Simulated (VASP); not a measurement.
# H (Pm-3m) in VASP: single point with PBEsol

Aim: the single point of H with PBEsol.

All numbers are computed with VASP 6.6.1; they aren't measurements. Logs are shortened: lines on timing, memory, paths and dates and some standing lists are left out, and cuts for length are marked.

## 1. The cell of the first run

Symmetry: Pm-3m, No. 221, cubic system. Conventional cell: a = 1.441 Å, b = 1.441 Å, c = 1.441 Å, α = 90.00°, β = 90.00°, γ = 90.00°. H (site symmetry m-3m) has 6 H at 1.44 Å within 1.9 Å.

## 2. Single point, PBEsol

The input, INCAR:

```
SYSTEM = H
ALGO     = Normal         ! electronic algorithm
EDIFF    = 1E-6           ! SCF threshold, eV
ENCUT    = 520            ! plane-wave cutoff, eV
GGA      = PS             ! functional
ISIF     = 2              ! what is computed and relaxed
ISMEAR   = -1             ! smearing method
LASPH    = .True.         ! aspherical terms in the spheres
LCHARG   = .True.         ! write CHGCAR
LELF     = .True.         ! ELF
LREAL    = .False.        ! projectors in reciprocal space
LVHAR    = .True.       
LWAVE    = .False.        ! write WAVECAR
NBANDS   = 6              ! bands
NELM     = 100            ! most SCF steps
PREC     = Accurate       ! precision mode
SIGMA    = 0.13605693000000002 ! smearing width, eV
```

The input, KPOINTS:

```
k-points
0
Gamma
  18 18 18
  0 0 0
```

The input, POSCAR:

```
H
1.0
    1.4411269470      0.0000000000      0.0000000000
    0.0000000000      1.4411269470      0.0000000000
    0.0000000000      0.0000000000      1.4411269470
H
1
Direct
    0.0000000000      0.0000000000      0.0000000000
```

Potentials or basis: VASP PAW PBE potentials, release 64 (H).

Run with:

```bash
$ cat potpaw_PBE.64/H/POTCAR > POTCAR
$ mpirun -np 1 vasp_std > vasp.out
```

OUTCAR:

```text
SYSTEM = H
   EDIFF = 1E-6
   ENCUT = 520
   GGA = PS
   ISIF = 2
   ISMEAR = -1
   LASPH = .True.
   LREAL = .False.
   NELM = 100
   PREC = Accurate

 ion  position               nearest neighbor table
   1  0.000  0.000  0.000-

  LATTYP: Found a simple cubic cell.
 ALAT       =     1.4411269470

  Lattice vectors:

 A1 = (   1.4411269470,   0.0000000000,   0.0000000000)
 A2 = (   0.0000000000,   1.4411269470,   0.0000000000)
 A3 = (   0.0000000000,   0.0000000000,   1.4411269470)

Analysis of symmetry for initial positions (statically):
=====================================================================
 Subroutine PRICEL returns:
 Original cell was already a primitive cell.

 Routine SETGRP: Setting up the symmetry group for a
 simple cubic supercell.

 Subroutine GETGRP returns: Found 48 space group operations
 (whereof 48 operations were pure point group operations)
 out of a pool of 48 trial point group operations.

The static configuration has the point symmetry O_h .

Analysis of symmetry for dynamics (positions and initial velocities):
=====================================================================
 Subroutine PRICEL returns:
 Original cell was already a primitive cell.

 Routine SETGRP: Setting up the symmetry group for a
 simple cubic supercell.

 Subroutine GETGRP returns: Found 48 space group operations
 (whereof 48 operations were pure point group operations)
 out of a pool of 48 trial point group operations.

The dynamic configuration has the point symmetry O_h .

 Subroutine INISYM returns: Found 48 space group operations
 (whereof 48 operations are pure point group operations),
 and found     1 'primitive' translations

----------------------------------------------------------------------------------------

                                     Primitive cell

  volume of cell :       2.9930

  direct lattice vectors                    reciprocal lattice vectors
     1.441126947  0.000000000  0.000000000     0.693901396  0.000000000  0.000000000
     0.000000000  1.441126947  0.000000000     0.000000000  0.693901396  0.000000000
     0.000000000  0.000000000  1.441126947     0.000000000  0.000000000  0.693901396

  length of vectors
     1.441126947  1.441126947  1.441126947     0.693901396  0.693901396  0.693901396

  position of ions in fractional coordinates (direct lattice)
     0.000000000  0.000000000  0.000000000

  ion indices of the primitive-cell ions
   primitive index   ion index
                 1           1

----------------------------------------------------------------------------------------

 KPOINTS: k-points

Automatic generation of k-mesh.
 Grid dimensions read from file:
 generate k-points for:   18   18   18

 Generating k-lattice:

  Cartesian coordinates                     Fractional coordinates (reciprocal lattice)
     0.038550078  0.000000000  0.000000000     0.055555556  0.000000000  0.000000000
     0.000000000  0.038550078  0.000000000     0.000000000  0.055555556  0.000000000
     0.000000000  0.000000000  0.038550078     0.000000000  0.000000000  0.055555556

  Length of vectors
     0.038550078  0.038550078  0.038550078

  Shift w.r.t. Gamma in fractional coordinates (k-lattice)
     0.000000000  0.000000000  0.000000000

 Subroutine IBZKPT returns following result:
 ===========================================

 Found    220 irreducible k-points:

 Following reciprocal coordinates:
            Coordinates               Weight
  0.000000  0.000000  0.000000      1.000000
  0.055556  0.000000  0.000000      6.000000
  0.111111  0.000000  0.000000      6.000000
  0.166667  0.000000  0.000000      6.000000
  0.222222  0.000000  0.000000      6.000000
  0.277778  0.000000  0.000000      6.000000
[... 16 lines left out ...]
  0.277778  0.111111  0.000000     24.000000
  0.333333  0.111111  0.000000     24.000000
 [... further k-points ...]
   k-points           NKPTS =    220   k-points in BZ     NKDIM =    220   number of bands    NBANDS=      6
   number of dos      NEDOS =    301   number of ions     NIONS =      1
   total plane-waves  NPLWV =   1728
   dimension x,y,z NGX =    12 NGY =   12 NGZ =   12
   dimension x,y,z NGXF=    24 NGYF=   24 NGZF=   24
   ions per type =               1
   NGX,Y,Z   is equivalent  to a cutoff of  13.84, 13.84, 13.84 a.u.
   NGXF,Y,Z  is equivalent  to a cutoff of  27.69, 27.69, 27.69 a.u.
 SYSTEM =  H
   PREC   = accura    normal or accurate (medium, high low for compatibility)
   ISTART =      0    job   : 0-new  1-cont  2-samecut
   ICHARG =      2    charge: 1-file 2-atom 10-const
   ISPIN  =      1    spin polarized calculation?
   LNONCOLLINEAR =      F non collinear calculations
   LSORBIT =      F    spin-orbit coupling
   LASPH  =      T    aspherical Exc in radial PAW
   ENCUT  =  520.0 eV  38.22 Ry    6.18 a.u.   2.68  2.68  2.68*2*pi/ulx,y,z
   NELM   =    100;   NELMIN=  2; NELMDL= -5     # of ELM steps
   EDIFF  = 0.1E-05   stopping-criterion for ELM
   LREAL  =      F    real-space projection
   EDIFFG = 0.1E-04   stopping-criterion for IOM
   NSW    =      0    number of steps for IOM
   IBRION =     -1    ionic relax: 0-MD 1-quasi-New 2-CG
   NFREE  =      0    steps in history (QN), initial steepest desc. (CG)
   ISIF   =      2    stress and relaxation
   ISYM   =      2    0-nonsym 1-usesym 2-fastsym
   POTIM  = 0.5000    time-step for ionic-motion
   TEBEG  =    0.0;   TEEND  =   0.0 temperature during run
   PSTRESS=    0.0 pullay stress
   NELECT =       1.0000    total number of electrons
   NUPDOWN=      -1.0000    fix difference up-down
   EMIN   =  10.00;   EMAX   =-10.00  energy-range for DOS
   EFERMI =   0.00;   METHOD = LEGACY
   ISMEAR =    -1;   SIGMA  =   0.14  broadening in eV -4-tet -1-fermi 0-gaus
   EFERMI_NEDOS =   21; number of points for ismear=-14 and -15
   IALGO  =     38    algorithm
   IMIX   =      4    mixing-type and parameters
     AMIX     =   0.40;   BMIX     =  1.00
     AMIX_MAG =   1.60;   BMIX_MAG =  1.00
  volume/ion in A,a.u.               =       2.99        20.20
  Fermi-wavevector in a.u.,A,eV,Ry     =   1.135985  2.146700 17.557800  1.290462
  Thomas-Fermi vector in A             =   2.272690
   LORBIT       =      0    0 simple, 1 ext, 2 COOP (PROOUT), +10 PAW based schemes
   GGA     = PS    functional components
   LHFCALC =     F    Hartree Fock is set to
   AEXX    =    0.0000 exact exchange contribution
   IVDW    =     0    specifies the selected vdW correction
   LEPSILON=     F    determine dielectric tensor
   LRPA    =     F    only Hartree local field effects (RPA)
 non-spin polarized calculation
  energy-cutoff  :      520.00
  volume of cell :        2.99
 maximum number of plane-waves:        88
 NGX is ok and might be reduce to    12
   NGX =  5   NGY =  5   NGZ =  5

 number of electron       1.0000000 magnetization

 Free energy of the ion-electron system (eV)
  ---------------------------------------------------
  ext. energy  EPLUGINS =         0.00000000
  ---------------------------------------------------
  free energy    TOTEN  =        -2.35884783 eV

  energy without entropy =       -2.35256357  energy(sigma->0) =       -2.35570570

 E-fermi :   2.2784     XC(G=0): -11.1007

 val. band max:        2.1009985704   @ k =   0.5000   0.1111   0.1111
 cond. band min:       2.2902332698   @ k =   0.2778   0.2778   0.2778
 fundamental gap:      0.1892346994
 Fermi energy:         2.2784032546

 k-point     1 :       0.0000    0.0000    0.0000
  band No.  band energies     occupation
      1     -13.5933      2.00000
      2      49.6150      0.00000
      3      60.9551      0.00000
      4      60.9551      0.00000
      5      60.9551      0.00000
      6      62.8781      0.00000

 k-point     2 :       0.0556    0.0000    0.0000
  band No.  band energies     occupation
      1     -13.3773      2.00000
      2      47.8225      0.00000
      3      57.0109      0.00000
      4      61.1770      0.00000
      5      61.1770      0.00000
      6      63.1008      0.00000

 k-point     3 :       0.1111    0.0000    0.0000
  band No.  band energies     occupation
      1     -12.7303      2.00000
      2      42.7431      0.00000
      3      55.7921      0.00000
      4      61.8422      0.00000
      5      61.8422      0.00000
      6      63.7685      0.00000

 k-point     4 :       0.1667    0.0000    0.0000
  band No.  band energies     occupation
      1     -11.6558      2.00000
      2      36.6079      0.00000
      3      56.2785      0.00000
      4      62.9497      0.00000
      5      62.9497      0.00000
      6      64.8810      0.00000

 k-point     5 :       0.2222    0.0000    0.0000
  band No.  band energies     occupation
      1     -10.1613      2.00000
      2      30.5235      0.00000
      3      57.4773      0.00000
      4      64.4961      0.00000
      5      64.4961      0.00000
      6      66.4369      0.00000

 k-point     6 :       0.2778    0.0000    0.0000
  band No.  band energies     occupation
      1      -8.2605      2.00000
      2      24.7763      0.00000
      3      59.1317      0.00000
      4      66.4776      0.00000
      5      66.4776      0.00000
      6      68.4344      0.00000

 k-point     7 :       0.3333    0.0000    0.0000
  band No.  band energies     occupation
      1      -5.9889      2.00000
      2      19.4781      0.00000
      3      61.1039      0.00000
      4      68.8795      0.00000
      5      68.8795      0.00000
      6      70.8681      0.00000

 k-point     8 :       0.3889    0.0000    0.0000
  band No.  band energies     occupation
      1      -3.4346      2.00000
      2      14.7502      0.00000
      3      63.2136      0.00000
      4      71.6649      0.00000
      5      71.6649      0.00000
      6      73.7227      0.00000
[... 91 lines left out ...]
 k-point    19 :       0.5000    0.0556    0.0000
  band No.  band energies     occupation
      1       0.6470      1.99999
      2       9.3561      0.00000
      3      63.3516      0.00000
      4      73.7950      0.00000
      5      74.4346      0.00000
      6      76.8722      0.00000

 k-point    20 :       0.1111    0.1111    0.0000
  band No.  band energies     occupation
      1     -11.8680      2.00000
      2      41.6098      0.00000
      3      47.5746      0.00000
      4      60.4360      0.00000
      5      62.7293      0.00000
      6      76.6073      0.00000

 k-point    21 :       0.1667    0.1111    0.0000
  band No.  band energies     occupation
      1     -10.7943      2.00000
      2      37.0742      0.00000
      3      46.5933      0.00000
      4      61.4130      0.00000
      5      63.8367      0.00000
      6      78.8988      0.00000

 k-point    22 :       0.2222    0.1111    0.0000
  band No.  band energies     occupation
      1      -9.3008      2.00000
      2      31.2682      0.00000
      3      47.6313      0.00000
      4      62.8483      0.00000
      5      65.3831      0.00000
      6      80.5131      0.00000

 k-point    23 :       0.2778    0.1111    0.0000
  band No.  band energies     occupation
      1      -7.4023      2.00000
      2      25.5958      0.00000
      3      49.3656      0.00000
      4      64.6758      0.00000
      5      67.3642      0.00000
      6      81.8798      0.00000

 k-point    24 :       0.3333    0.1111    0.0000
  band No.  band energies     occupation
      1      -5.1329      2.00000
      2      20.3274      0.00000
      3      51.5497      0.00000
      4      66.7945      0.00000
      5      69.7664      0.00000
      6      77.6015      0.00000

 [... further k-points ...]

------------------------ aborting loop because EDIFF is reached ----------------------------------------

  FORCE on cell =-STRESS in cart. coord.  units (eV):
  Direction    XX          YY          ZZ          XY          YZ          ZX
  --------------------------------------------------------------------------------------
  -------------------------------------------------------------------------------------
  Total        0.0176180      0.0176180      0.0176180     -0.0000000      0.0000000     -0.0000000
  in kB        9.4310553      9.4310553      9.4310553     -0.0000000      0.0000000     -0.0000000
  external PRESSURE =       9.4310553 kB  Pullay stress =       0.0000000 kB

 VOLUME and BASIS-vectors are now :
 -----------------------------------------------------------------------------
  energy-cutoff  :      520.00
  volume of cell :        2.99
      direct lattice vectors                 reciprocal lattice vectors
     1.441126947  0.000000000  0.000000000     0.693901396  0.000000000  0.000000000
     0.000000000  1.441126947  0.000000000     0.000000000  0.693901396  0.000000000
     0.000000000  0.000000000  1.441126947     0.000000000  0.000000000  0.693901396

 POSITION                                       TOTAL-FORCE (eV/Angst)
 -----------------------------------------------------------------------------------
      0.00000      0.00000      0.00000         0.000000      0.000000      0.000000
 -----------------------------------------------------------------------------------
    total drift:                               -0.000000     -0.000000     -0.000000

  FREE ENERGIE OF THE ION-ELECTRON SYSTEM (eV)
  ---------------------------------------------------
  free  energy   TOTEN  =        -2.3588478294 eV

  energy  without entropy=       -2.3525635669  energy(sigma->0) =       -2.35570570
```

It took 1.1 s on 1 thread of Intel Xeon 6975P-C (Granite Rapids), shared host; peak memory 0.1 GiB.

Results:

```
Free energy : -2.3588 eV
Pressure    : 0.9 GPa
```

Caveat: the PAW data sets were made with another functional, which shifts forces and pressure a little.
